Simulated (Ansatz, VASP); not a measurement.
**Two plane-wave programs on NaB12**

```
CELL_PARAMETERS angstrom
0.00000 3.73644 3.73644
3.73644 0.00000 3.73644
3.73644 3.73644 0.00000
ATOMIC_POSITIONS crystal
Na 0.00000 0.00000 0.00000
B 0.83590 0.16410 0.50000
B 0.16410 0.83590 0.50000
B 0.50000 0.83590 0.16410
B 0.16410 0.50000 0.50000
B 0.50000 0.50000 0.83590
B 0.50000 0.50000 0.16410
B 0.50000 0.83590 0.50000
B 0.16410 0.50000 0.83590
B 0.83590 0.50000 0.50000
B 0.50000 0.16410 0.50000
B 0.83590 0.50000 0.16410
B 0.50000 0.16410 0.83590
```

Change from the starting cell: species swapped into the GdB12 type (Fm-3m, No. 225).

Alike in both runs: task relaxation of cell and atoms; functional PBE; k mesh 10 × 10 × 10; occupations gaussian, width 0.1 eV; no spin polarisation.

```csv
,VASP,Ansatz
version,VASP 6.6.1,Ansatz 0.2.0
potentials or method,"VASP PAW PBE potentials, release 64 (Na_pv, B), cutoff 600 eV","scalar-relativistic, plane waves, PAW"
valence electrons in the cell,43,45
```

|  | VASP | Ansatz | Ansatz less VASP |
| --- | --- | --- | --- |
| gap on the k mesh at the Fermi level, each at its own relaxed structure (eV) | none | none | - |
| relaxed volume (Å³/atom) | 8.05 | 8.05 | 0.000 |
| relaxed length of the cell vector where the two differ most in proportion (Å) | 5.289 | 5.289 | 0.0000 |

A gap of «none» marks a metal or a gap that the smearing closes. VASP's potentials hold 43 valence electrons a cell and Ansatz's 45, so a difference there can come from the potentials and not from the codes.
